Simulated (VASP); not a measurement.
Write the native input for VASP 6.6.1 that does the following.

```
Task                   : relaxation of cell and atoms
Functional             : PBEsol
Potentials or basis    : VASP PAW PBE potentials, release 64 (Cs_sv, Br)
Cutoff                 : 500 eV
k mesh                 : 10 × 10 × 10
Occupations            : fermi-dirac, width 0.08 eV
Spin                   : no spin polarisation
Dipole correction      : no
Further INCAR settings : ALGO = Normal; EDIFF = 1e-07; IBRION = 2; EDIFFG = -0.002; NSW = 100; ISIF = 3
```

The structure of CsBr lies in POSCAR:

```
CsBr
1.0
    4.2860000000      0.0000000000      0.0000000000
    0.0000000000      4.2860000000      0.0000000000
    0.0000000000      0.0000000000      4.2860000000
Cs Br
1 1
Direct
    0.0000000000      0.0000000000      0.0000000000
    0.5000000000      0.5000000000      0.5000000000
```

One way to write it, as run:

INCAR

```
ALGO = Normal
EDIFF = 1E-7
EDIFFG = -0.002
ENCUT = 500
GGA = PS
GGA_COMPAT = F
IBRION = 2
ISIF = 3
ISMEAR = -1
LASPH = T
LCHARG = F
LREAL = F
LWAVE = F
NELM = 120
NELMIN = 4
NSW = 100
PREC = Accurate
SIGMA = 0.08
```

KPOINTS

```
k-points
0
Gamma
  10 10 10
```

Potentials or basis: VASP PAW PBE potentials, release 64 (Cs_sv, Br).

Run with:

```bash
$ cat potpaw_PBE.64/Cs_sv/POTCAR potpaw_PBE.64/Br/POTCAR > POTCAR
$ mpirun -np 1 vasp_std > vasp.out
```

It gave:

```
Relaxed volume                        : 38.32 Å³/atom
Relaxed cell                          : a = 4.248 Å, b = 4.248 Å, c = 4.248 Å, α = 90.00°, β = 90.00°, γ = 90.00°
Space group after relaxing (to 0.1 Å) : Pm-3m (No. 221)
Energy gained by relaxing             : 1.3 meV/atom
Ionic steps                           : 4
Pressure after relaxing               : 0.0 GPa
Band gap on the k mesh                : 4.42 eV
```

Caveat: the PAW data sets were made with another functional, which shifts forces and pressure a little; spin-orbit coupling is left out, which moves the levels of the heavy elements.

It took 76 s on 1 thread of Oxide Virtual Turin-like Processor, with other jobs on the host, peak memory 0.18 GiB.
